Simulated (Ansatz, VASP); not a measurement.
InSb: VASP beside Ansatz

```
CELL_PARAMETERS angstrom
0.00000 2.81949 3.18321
2.81949 0.00000 3.18321
2.81949 2.81949 0.00000
ATOMIC_POSITIONS crystal
In 0.00000 0.00000 0.00000
Sb 0.50000 0.50000 0.50000
```

Alike in both runs: task single point; functional PBEsol; k mesh 14 × 14 × 14; occupations gaussian, width 0.15 eV; no spin polarisation.

|  | VASP | Ansatz |
| --- | --- | --- |
| version | VASP 6.6.1 | Ansatz 0.2.0 |
| potentials or method | VASP PAW PBE potentials, release 64 (In_d, Sb), cutoff 520 eV | scalar-relativistic, plane waves, PAW |
| valence electrons in the cell | 18 | 28 |

Ansatz gave:

- gap on the k mesh at the Fermi level (eV): none
- pressure (GPa): 7.8
- traceless stress, the component that is largest in VASP (GPa): -9.47

Question: Which values does VASP return?

Answer: gap on the k mesh at the Fermi level (eV): none; pressure (GPa): 7.9; traceless stress, the component that is largest in VASP (GPa): -9.51.

VASP's potentials were made for PBE, not for PBEsol, and Ansatz warns of the same on its side. A gap of «none» marks a metal or a gap that the smearing closes. VASP's potentials hold 18 valence electrons a cell and Ansatz's 28, so a difference there can come from the potentials and not from the codes.

Spin-orbit coupling is off throughout.
